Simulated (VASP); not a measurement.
# LaB (Fm-3m) in VASP: settings compared, part 2 of 2

VASP 6.6.1. Earlier steps stand in the parts before.

### Step 4. Single point, PBE, non-collinear spin, zero start, spin-orbit coupling

This run uses another cell than the first one, of 22.80 Å³/atom, 0.909 times its volume.

INCAR reads:

```
ALGO = Normal
EDIFF = 1E-6
ENCUT = 520
GGA = PE
GGA_COMPAT = F
ISIF = 2
ISMEAR = 0
LASPH = T
LCHARG = T
LMAXMIX = 6
LORBIT = 11
LORBMOM = T
LREAL = F
LSORBIT = T
LVHAR = T
LWAVE = F
MAGMOM = 0 0 0 0 0 0
NBANDS = 26
NELM = 150
PREC = Accurate
SIGMA = 0.05
```

KPOINTS reads:

```
k-points
0
Gamma
  10 10 10
```

POSCAR reads:

```
LaB
1.0
    0.0000000000      2.8357827665      2.8357827665
    2.8357827665      0.0000000000      2.8357827665
    2.8357827665      2.8357827665      0.0000000000
La B
1 1
Direct
    0.5000000000      0.5000000000      0.5000000000
    0.0000000000      0.0000000000      0.0000000000
```

Potentials or basis: VASP PAW PBE potentials, release 64 (La, B).

Started as:

```
$ cat potpaw_PBE.64/La/POTCAR potpaw_PBE.64/B/POTCAR > POTCAR
$ mpirun -np 1 vasp_ncl > vasp.out
```

OUTCAR:

```text
EDIFF = 1E-6
   ENCUT = 520
   GGA = PE
   ISIF = 2
   ISMEAR = 0
   LASPH = T
   LORBIT = 11
   LREAL = F
   LSORBIT = T
   NELM = 150
   PREC = Accurate

 ion  position               nearest neighbor table
   1  0.500  0.500  0.500-   2 2.84   2 2.84   2 2.84   2 2.84   2 2.84   2 2.84
   2  0.000  0.000  0.000-   1 2.84   1 2.84   1 2.84   1 2.84   1 2.84   1 2.84

  LATTYP: Found a face centered cubic cell.
 ALAT       =     5.6715655330

  Lattice vectors:

 A1 = (   0.0000000000,   2.8357827665,   2.8357827665)
 A2 = (   2.8357827665,   0.0000000000,   2.8357827665)
 A3 = (   2.8357827665,   2.8357827665,   0.0000000000)

Analysis of symmetry for initial positions (statically):
=====================================================================
 Subroutine PRICEL returns:
 Original cell was already a primitive cell.

 Routine SETGRP: Setting up the symmetry group for a
 face centered cubic supercell.

 Subroutine GETGRP returns: Found 48 space group operations
 (whereof 48 operations were pure point group operations)
 out of a pool of 48 trial point group operations.

The static configuration has the point symmetry O_h .

Analysis of symmetry for dynamics (positions and initial velocities):
=====================================================================
 Subroutine PRICEL returns:
 Original cell was already a primitive cell.

 Routine SETGRP: Setting up the symmetry group for a
 face centered cubic supercell.

 Subroutine GETGRP returns: Found 48 space group operations
 (whereof 48 operations were pure point group operations)
 out of a pool of 48 trial point group operations.

The dynamic configuration has the point symmetry O_h .

Analysis of structural, dynamic, and magnetic symmetry:
=====================================================================
 Subroutine PRICEL returns:
 Original cell was already a primitive cell.

 Routine SETGRP: Setting up the symmetry group for a
 face centered cubic supercell.

 Subroutine GETGRP returns: Found 48 space group operations
 (whereof 48 operations were pure point group operations)
 out of a pool of 48 trial point group operations.

The overall configuration has the point symmetry O_h .

 Subroutine INISYM returns: Found 48 space group operations
 (whereof 48 operations are pure point group operations),
 and found     1 'primitive' translations

----------------------------------------------------------------------------------------

                                     Primitive cell

  volume of cell :      45.6088

  direct lattice vectors                    reciprocal lattice vectors
     0.000000000  2.835782766  2.835782766    -0.176318160  0.176318160  0.176318160
     2.835782766  0.000000000  2.835782766     0.176318160 -0.176318160  0.176318160
     2.835782766  2.835782766  0.000000000     0.176318160  0.176318160 -0.176318160
[... 846 lines left out ...]
  -------------------------------------------------------------------------------------
  Total       -0.0470087     -0.0470087     -0.0470087      0.0000000      0.0000000     -0.0000000
  in kB       -1.6513534     -1.6513534     -1.6513534      0.0000000      0.0000000     -0.0000000
  external PRESSURE =      -1.6513534 kB  Pullay stress =       0.0000000 kB

 VOLUME and BASIS-vectors are now :
 -----------------------------------------------------------------------------
  energy-cutoff  :      520.00
  volume of cell :       45.61
      direct lattice vectors                 reciprocal lattice vectors
     0.000000000  2.835782766  2.835782766    -0.176318160  0.176318160  0.176318160
     2.835782766  0.000000000  2.835782766     0.176318160 -0.176318160  0.176318160
     2.835782766  2.835782766  0.000000000     0.176318160  0.176318160 -0.176318160

 POSITION                                       TOTAL-FORCE (eV/Angst)
 -----------------------------------------------------------------------------------
      2.83578      2.83578      2.83578         0.000000      0.000000      0.000000
      0.00000      0.00000      0.00000        -0.000000     -0.000000     -0.000000
 -----------------------------------------------------------------------------------
    total drift:                                0.000000      0.000000      0.000000

  FREE ENERGIE OF THE ION-ELECTRON SYSTEM (eV)
  ---------------------------------------------------
  free  energy   TOTEN  =       -10.7691937650 eV

  energy  without entropy=      -10.7634680970  energy(sigma->0) =      -10.76633093

 orbital moment (x)

 # of ion     p       d       f       tot
 ------------------------------------------------
  1         0.000  -0.000   0.000   0.000
  2         0.000   0.000   0.000   0.000
 ------------------------------------------------
            0.000  -0.000   0.000   0.000

 orbital moment (y)

 # of ion     p       d       f       tot
 ------------------------------------------------
  1         0.000   0.000   0.000   0.000
  2         0.000   0.000   0.000   0.000
 ------------------------------------------------
            0.000   0.000   0.000   0.000

 orbital moment (z)

 # of ion     p       d       f       tot
 ------------------------------------------------
  1         0.000   0.000   0.000   0.000
  2         0.000   0.000   0.000   0.000
 ------------------------------------------------
            0.000   0.000   0.000   0.000

 Spin-Orbit-Coupling matrix elements

 Ion:    1  E_soc:     -0.6299159
 l=   1
     0.0000000    -0.1037319    -0.1037319
    -0.1037319     0.0000000    -0.1037319
    -0.1037319    -0.1037319     0.0000000
 l=   2
     0.0000000    -0.0000339     0.0000000    -0.0000339    -0.0011717
    -0.0000339     0.0000000    -0.0008788    -0.0000339    -0.0002929
     0.0000000    -0.0008788     0.0000000    -0.0008788     0.0000000
    -0.0000339    -0.0000339    -0.0008788     0.0000000    -0.0002929
    -0.0011717    -0.0002929     0.0000000    -0.0002929     0.0000000
 l=   3
     0.0000000     0.0000022     0.0000000     0.0000000     0.0000000    -0.0000125    -0.0000472
     0.0000022     0.0000000     0.0000037     0.0000000     0.0000037     0.0000059     0.0000022
     0.0000000     0.0000037     0.0000000    -0.0000377    -0.0000072    -0.0000042     0.0000000
     0.0000000     0.0000000    -0.0000377     0.0000000    -0.0000377     0.0000000     0.0000000
     0.0000000     0.0000037    -0.0000072    -0.0000377     0.0000000    -0.0000042     0.0000000
    -0.0000125     0.0000059    -0.0000042     0.0000000    -0.0000042     0.0000000    -0.0000125
    -0.0000472     0.0000022     0.0000000     0.0000000     0.0000000    -0.0000125     0.0000000

 Ion:    2  E_soc:      0.0001711
 l=   1
     0.0000000     0.0000285     0.0000285
     0.0000285     0.0000000     0.0000285
     0.0000285     0.0000285     0.0000000
 l=   2
     0.0000000     0.0000000     0.0000000     0.0000000     0.0000000
     0.0000000     0.0000000     0.0000000     0.0000000     0.0000000
     0.0000000     0.0000000     0.0000000     0.0000000     0.0000000
     0.0000000     0.0000000     0.0000000     0.0000000     0.0000000
     0.0000000     0.0000000     0.0000000     0.0000000     0.0000000
 l=   3
     0.0000000     0.0000000     0.0000000     0.0000000     0.0000000     0.0000000     0.0000000
     0.0000000     0.0000000     0.0000000     0.0000000     0.0000000     0.0000000     0.0000000
     0.0000000     0.0000000     0.0000000     0.0000000     0.0000000     0.0000000     0.0000000
     0.0000000     0.0000000     0.0000000     0.0000000     0.0000000     0.0000000     0.0000000
     0.0000000     0.0000000     0.0000000     0.0000000     0.0000000     0.0000000     0.0000000
     0.0000000     0.0000000     0.0000000     0.0000000     0.0000000     0.0000000     0.0000000
     0.0000000     0.0000000     0.0000000     0.0000000     0.0000000     0.0000000     0.0000000

 total charge

# of ion       s       p       d       f       tot
--------------------------------------------------
    1        2.041   5.614   0.818   0.097   8.570
    2        0.788   0.823   0.000   0.000   1.610
--------------------------------------------------
tot          2.828   6.437   0.818   0.097  10.181

 magnetization (x)

# of ion       s       p       d       f       tot
--------------------------------------------------
    1        0.000   0.000   0.000   0.000   0.000
    2        0.000   0.000   0.000   0.000   0.000
--------------------------------------------------
tot          0.000   0.000   0.000   0.000   0.000

 magnetization (y)

# of ion       s       p       d       f       tot
--------------------------------------------------
    1       -0.000   0.000   0.000  -0.000  -0.000
    2        0.000  -0.000   0.000   0.000   0.000
--------------------------------------------------
tot         -0.000  -0.000   0.000  -0.000  -0.000

 magnetization (z)

# of ion       s       p       d       f       tot
--------------------------------------------------
    1       -0.000   0.000  -0.000   0.000  -0.000
    2        0.000   0.000   0.000   0.000   0.000
--------------------------------------------------
tot         -0.000   0.000  -0.000   0.000  -0.000
```

stdout:

```text
POSCAR found type information on POSCAR LaB
 POSCAR found :  2 types and       2 ions
 scaLAPACK will be used
 LDA part: xc-table for (Slater+PW92), standard interpolation
 POSCAR, INCAR and KPOINTS ok, starting setup
 FFT: planning ... GRIDC
 FFT: planning ... GRID_SOFT
 FFT: planning ... GRID
 WAVECAR not read
 entering main loop
```

It took 4.5 min on 1 thread of Intel Xeon 6975P-C, shared host; peak memory 0.34 GiB.

Results:

```yaml
Free_energy: -10.7692 eV
Pressure: -0.2 GPa
Net_moment: 0.00 μB per cell
Valence_electrons_inside_the_program's_atomic_spheres: La 8.57; B 1.61
```

Moments on the atoms (μB; x, y, z):
```
La  0.00 0.00 0.00
B   0.00 0.00 0.00
```

### Step 5. The runs side by side

```csv
level,spin,cell,gap on the mesh (eV),pressure (GPa)
PBE,off,"a = 4.140 Å, angles 60.0°, 2 atoms",none,-4.7
r2SCAN,off,"a = 4.010 Å, angles 60.0°, 2 atoms",none,1.0
PBE,"non-collinear, zero start, SOC","a = 4.010 Å, angles 60.0°, 2 atoms",-,-0.2
```

Alike in all rows: task single point; potentials or basis VASP PAW PBE potentials, release 64 (La, B); k mesh 10 × 10 × 10; cutoff (eV) 520; smearing gaussian 0.05 eV.

Caveats: spin-orbit coupling is left out, which moves the levels of the heavy elements (some runs); the PAW data sets were made with another functional, which shifts forces and pressure a little (some runs).

Absolute energies hang on the potentials; compare differences alone.
